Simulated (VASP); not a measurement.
Co, 2 atoms in the cell. It takes space group P-3m1 (No. 164, trigonal). The conventional cell has a = 2.487 Å, b = 2.487 Å, c = 4.063 Å, α = 90.00°, β = 90.00°, γ = 120.00°. Within 3.2 Å of Co (site symmetry 3m) lie 12 Co at 2.42 to 2.55 Å. 

| Quantity | Value |
| --- | --- |
| Program | VASP 6.6.1 |
| Task | single point |
| Functional | PBE |
| Potentials or basis | VASP PAW PBE potentials, release 64 (Co) |
| Cutoff | 520 eV |
| k mesh | 15 × 15 × 8 |
| Occupations | fermi-dirac, width 0.08 eV |
| Spin | collinear spin, ferromagnetic start |
| Starting moments | [1.795, 1.795] μB |
| Fixed moment | 3.59 μB |
| Dipole correction | no |
| Further INCAR settings | ALGO = Normal; EDIFF = 1e-06; NBANDS = 20 |

Potentials or basis: VASP PAW PBE potentials, release 64 (Co).

Command:

```sh
$ cat potpaw_PBE.64/Co/POTCAR > POTCAR
$ mpirun -np 1 vasp_std > vasp.out
```

Hardware: 1 thread of Intel Xeon 8259CL, with other jobs on the host.

Task: Estimate the wall time of this run.

Result: Run time: 3.5 min on 1 thread of Intel Xeon 8259CL, with other jobs on the host, peak memory 0.22 GiB. Counts: scf iterations 14, k points 192.
